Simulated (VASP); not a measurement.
Write the native input for VASP 6.6.1 that does the following.

```
Task                   : single point
Functional             : PBE
Potentials or basis    : VASP PAW PBE potentials, release 64 (Ga_d, P)
Cutoff                 : 500 eV
k mesh                 : 4 × 4 × 4
Occupations            : gaussian, width 0.01 eV
Spin                   : no spin polarisation
Dipole correction      : no
Further INCAR settings : ALGO = Normal; EDIFF = 1e-06; NBANDS = 16
```

The structure of GaP lies in POSCAR:

```
GaP
1.0
    0.0000000000      2.7254101930      2.7254101930
    2.7254101930      0.0000000000      2.7254101930
    2.7254101930      2.7254101930      0.0000000000
Ga P
1 1
Direct
    0.0000000000      0.0000000000      0.0000000000
    0.2500000000      0.2500000000      0.2500000000
```

One way to write it, as run:

INCAR

```
  PREC = Accurate
  ENCUT = 500
  EDIFF = 1E-6
  ISMEAR = 0
  SIGMA = 0.01
  LREAL = False
  LASPH = True
  NELM = 120
  ALGO = Normal
  ISIF = 2
  LWAVE = False
  LCHARG = False
  GGA = PE
  NBANDS = 16
  GGA_COMPAT = False
```

KPOINTS

```
regular mesh
0
Gamma
  4 4 4
```

Potentials or basis: VASP PAW PBE potentials, release 64 (Ga_d, P).

Launch:

```console
$ cat potpaw_PBE.64/Ga_d/POTCAR potpaw_PBE.64/P/POTCAR > POTCAR
$ mpirun -np 1 vasp_std > vasp.out
```

It gave:

```json
{"Pressure": "2.8 GPa", "Band gap on the k mesh": "1.63 eV, indirect (least direct gap 1.82 eV)"}
```

Caveat: the k points lie up to 0.50 Å⁻¹ apart.

Run time: 6.5 s on 1 thread of AMD EPYC 7R43 64-Core Processor (Zen 3) (shared host), peak memory 0.12 GiB.
